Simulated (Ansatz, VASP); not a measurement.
# B: VASP beside Ansatz

File INCAR:

```
PREC = Accurate
ENCUT = 520
EDIFF = 1E-6
ISMEAR = -1
SIGMA = 0.1
LREAL = F
LASPH = T
NELM = 60
ALGO = Normal
ISIF = 2
LWAVE = F
LCHARG = T
GGA = B5
ALDAX = 1.0
AGGAX = 1.0
AGGAC = 1.0
ALDAC = 0.0
LELF = T
LVHAR = T
NBANDS = 8
```

KPOINTS

```
Automatic mesh
0
Gamma
  21 21 21
```

The input POSCAR:

```
B
1.0
   -1.1880870197      1.1880870197      1.1880870197
    1.1880870197     -1.1880870197      1.1880870197
    1.1880870197      1.1880870197     -1.1880870197
B
1
Direct
    0.0000000000      0.0000000000      0.0000000000
```

Input for Ansatz:

```yaml
crystal:
  lattice:
    - [-1.1880870197, 1.1880870197, 1.1880870197]
    - [1.1880870197, -1.1880870197, 1.1880870197]
    - [1.1880870197, 1.1880870197, -1.1880870197]
  atoms:
    - { symbol: B, position: [0.0, 0.0, 0.0] }
hamiltonian:
  xc: blyp
  pseudopotentials:
    kind: paw
    azcp:
      B: "pseudopotentials/B.paw.azcp"
basis:
  ecutwfc: 420
  fft_grid_basis: typed
kpoints:
  mp_grid: { grid: [21, 21, 21], shift: [0, 0, 0] }
magnetization:
  spin_polarized: false
scf:
  occupations: { method: fermi_dirac, width: 0.1 }
  lower_state_search: "off"
output:
  stress: true
```

Alike in both runs: task single point; functional BLYP; k mesh 21 × 21 × 21; occupations fermi-dirac, width 0.1 eV; no spin polarisation.

|  | VASP | Ansatz |
| --- | --- | --- |
| version | VASP 6.6.1 | Ansatz 0.2.0 |
| potentials or method | VASP PAW PBE potentials, release 64 (B), cutoff 520 eV | plane waves (420 eV) with PAW, scalar-relativistic |
| valence electrons in the cell | 3 | 3 |

|  | VASP | Ansatz | Ansatz less VASP |
| --- | --- | --- | --- |
| pressure (GPa) | -6.1 | -6.1 | -0.01 |

VASP's potentials were made for PBE, not for BLYP.
